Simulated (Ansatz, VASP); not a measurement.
One calculation of CaO, two programs

```
Ca O
1.0
     0.00000    2.44900    2.44900
     2.44900    0.00000    2.44900
     2.44900    2.44900    0.00000
Ca O
1 1
Cartesian
  0.0000 0.0000 0.0000
  2.4490 2.4490 2.4490
```

Alike in both runs: task single point; functional LDA; k mesh 6 × 6 × 6; occupations gaussian, width 0.1 eV; no spin polarisation.

```csv
,VASP,Ansatz
version,VASP 6.6.1,Ansatz 0.2.0
potentials or method,"VASP PAW LDA potentials, release 64 (Ca_sv, O), cutoff 600 eV","scalar-relativistic, plane waves, PAW"
valence electrons in the cell,16,16
```

VASP gave:

| Property | Result |
| --- | --- |
| gap on the k mesh at the Fermi level (eV) | 3.48 |
| least direct gap on the mesh (eV) | 3.87 |
| pressure (GPa) | -11.3 |

Q: Which values does Ansatz return?

A: gap on the k mesh at the Fermi level (eV): 3.50; least direct gap on the mesh (eV): 3.89; pressure (GPa): -11.8.

LDA's correlation is that of Perdew and Zunger in VASP and of Perdew and Wang (1992) in Ansatz.
